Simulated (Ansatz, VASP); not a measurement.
**Zr3S2: VASP beside Ansatz**

```
Zr S
1.0
     2.90254    1.67578    3.48777
    -2.90254    1.67578    3.48777
     0.00000   -3.35156    3.48777
Zr S
3 2
Direct
  0.16127 0.83873 0.50000
  0.50000 0.16127 0.83873
  0.83873 0.50000 0.16127
  0.33498 0.33498 0.33498
  0.66502 0.66502 0.66502
```

Alike in both runs: task relaxation of cell and atoms; functional PBE; k mesh 12 × 12 × 12; occupations gaussian, width 0.1 eV; no spin polarisation.

|  | VASP | Ansatz |
| --- | --- | --- |
| version | VASP 6.6.1 | Ansatz 0.2.0 |
| potentials or method | VASP PAW PBE potentials, release 64 (Zr_sv, S), cutoff 600 eV | scalar-relativistic, plane waves, PAW |
| valence electrons in the cell | 48 | 48 |

VASP gave:

| Property | Result |
| --- | --- |
| gap on the k mesh at the Fermi level, each at its own relaxed structure (eV) | none |
| relaxed volume (Å³/atom) | 20.22 |
| relaxed length of the cell vector where the two differ most in proportion (Å) | 4.827 |

Q: Estimate Ansatz's values.

A: gap on the k mesh at the Fermi level, each at its own relaxed structure (eV): none; relaxed volume (Å³/atom): 20.21; relaxed length of the cell vector where the two differ most in proportion (Å): 4.826.

A gap of «none» marks a metal or a gap that the smearing closes.
